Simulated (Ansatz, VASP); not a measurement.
## C: VASP beside Ansatz

```
C
1.0
     2.45766    0.00000    0.00000
    -1.22883    2.12839    0.00000
     0.00000    0.00000    3.52948
C
2
Direct
  0.33333 0.66667 0.00000
  0.66667 0.33333 0.00000
```

Alike in both runs: task single point; functional PBEsol; dispersion D3(BJ); k mesh 21 × 21 × 12; occupations gaussian, width 0.15 eV; no spin polarisation.

```csv
,VASP,Ansatz
version,VASP 6.6.1,Ansatz 0.2.0
potentials or method,"VASP PAW PBE potentials, release 64 (C), cutoff 520 eV","scalar-relativistic, plane waves, PAW"
valence electrons in the cell,8,8
```

Ansatz gave:

| Property | Result |
| --- | --- |
| gap on the k mesh at the Fermi level (eV) | none |
| pressure (GPa) | 0.0 |
| traceless stress, the component that is largest in VASP (GPa) | -0.01 |

Problem. Which values does VASP return?

Solution. gap on the k mesh at the Fermi level (eV): none; pressure (GPa): 0.7; traceless stress, the component that is largest in VASP (GPa): -0.78.

VASP's potentials were made for PBE, not for PBEsol, and Ansatz warns of the same on its side. A gap of «none» marks a metal or a gap that the smearing closes.
